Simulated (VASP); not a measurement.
Wanted: the native input for a VASP 6.6.1 run.

- Task: relaxation of cell and atoms
- Functional: PBE
- Potentials or basis: VASP PAW PBE potentials, release 64 (Ca_sv, Mg, Tl_d)
- Cutoff: 600 eV
- k mesh: 4 × 4 × 4
- Occupations: gaussian, width 0.1 eV
- Spin: no spin polarisation
- Dipole correction: no
- Further INCAR settings: ALGO = Normal; EDIFF = 1e-06; IBRION = 2; EDIFFG = -0.04; NSW = 90; ISIF = 3

The structure of CaMg3Tl lies in POSCAR:

```
CaMg3Tl
1.0
    4.9133378000      0.0000000000      0.0000000000
    0.0000000000      4.9133378000      0.0000000000
    0.0000000000      0.0000000000      4.9133378000
Ca Mg Tl
1 3 1
Direct
    0.5000000000      0.5000000000      0.5000000000
    0.5000000000      0.0000000000      0.0000000000
    0.0000000000      0.5000000000      0.0000000000
    0.0000000000      0.0000000000      0.5000000000
    0.0000000000      0.0000000000      0.0000000000
```

These files were run (other wordings do the same):

INCAR

```
ALGO     = Normal         # electronic algorithm
EDIFF    = 1E-6           # SCF threshold, eV
EDIFFG   = -0.04          # ionic threshold
ENCUT    = 600            # plane-wave cutoff, eV
GGA      = PE             # functional
IBRION   = 2              # ionic algorithm
ISIF     = 3              # what is computed and relaxed
ISMEAR   = 0              # smearing method
LASPH    = True           # aspherical terms in the spheres
LCHARG   = False          # write CHGCAR
LREAL    = False          # projectors in reciprocal space
LWAVE    = False          # write WAVECAR
NELM     = 80             # most SCF steps
NSW      = 90             # ionic steps
PREC     = Accurate       # precision mode
SIGMA    = 0.1            # smearing width, eV
```

KPOINTS

```
k-points
0
Gamma
  4 4 4
```

Potentials or basis: VASP PAW PBE potentials, release 64 (Ca_sv, Mg, Tl_d).

Launch:

```sh
$ cat potpaw_PBE.64/Ca_sv/POTCAR potpaw_PBE.64/Mg/POTCAR potpaw_PBE.64/Tl_d/POTCAR > POTCAR
$ mpirun -np 1 vasp_std > vasp.out
```

Results of the run:

| Property | Result |
| --- | --- |
| Relaxed volume | 32.14 Å³/atom |
| Relaxed cell | a = 5.437 Å, b = 5.437 Å, c = 5.437 Å, α = 90.00°, β = 90.00°, γ = 90.00° |
| Space group after relaxing (to 0.05 Å) | Pm-3m (No. 221) |
| Energy gained by relaxing | 300.5 meV/atom |
| Ionic steps | 2 |
| Pressure after relaxing | 0.2 GPa |

Caveat: the volume moved by over 15 % at a fixed basis, so the end points are rough.

Wall time 57 s on 1 thread of Intel(R) Xeon(R) Platinum 8375C CPU @ 2.90GHz (Ice Lake), on a shared host, peak memory 0.26 GiB.
